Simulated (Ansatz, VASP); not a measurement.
# SnSe: VASP beside Ansatz

```xyz
2
Lattice="0.0000 3.3640 3.3640 3.3640 0.0000 3.3640 3.3640 3.3640 0.0000" Properties=species:S:1:pos:R:3 pbc="T T T"
Sn    0.0000    0.0000    0.0000
Se    1.6820    1.6820    1.6820
```

Alike in both runs: task single point; functional HSE06; k mesh 4 × 4 × 4; occupations fermi-dirac, width 0.02 eV; no spin polarisation.

```csv
,VASP,Ansatz
version,VASP 6.6.1,Ansatz 0.2.0
potentials or method,"VASP PAW PBE potentials, release 64 (Sn_d, Se)","plane waves, PAW"
plane-wave cutoff (eV),520,420
valence electrons in the cell,20,30
```

```csv
,VASP,Ansatz,Ansatz less VASP
pressure (GPa),0.1,0.1,+0.05
```

VASP's potentials hold 20 valence electrons a cell and Ansatz's 30, so a difference there can come from the potentials and not from the codes. Ansatz's warnings: stress exchange threshold loose, stress scf threshold loose.
